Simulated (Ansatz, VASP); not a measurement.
**One calculation of PbS, two programs**

```
Pb S
1.0
     3.65366    0.00000    0.00000
     0.00000    3.65366    0.00000
     0.00000    0.00000    3.65366
Pb S
1 1
Direct
  0.00000 0.00000 0.00000
  0.50000 0.50000 0.50000
```

Alike in both runs: task single point; functional PBE; k mesh 4 × 4 × 4; occupations gaussian, width 0.1 eV; no spin polarisation; Hubbard terms S p U = 8.8 eV.

|  | VASP | Ansatz |
| --- | --- | --- |
| version | VASP 6.6.1 | Ansatz 0.2.0 |
| potentials or method | VASP PAW PBE potentials, release 64 (Pb_d, S), cutoff 500 eV | scalar-relativistic, plane waves, PAW |
| valence electrons in the cell | 20 | 20 |

Ansatz gave:

- pressure (GPa): 2.2

**Question.** Estimate VASP's values.

**Answer.** Pressure (GPa): 0.7.

The programs project onto different local orbitals, so the same U acts differently, and such runs can settle in different states.

The k mesh is coarse, so the values compare programs but aren't converged. Neither program's run includes spin-orbit coupling.
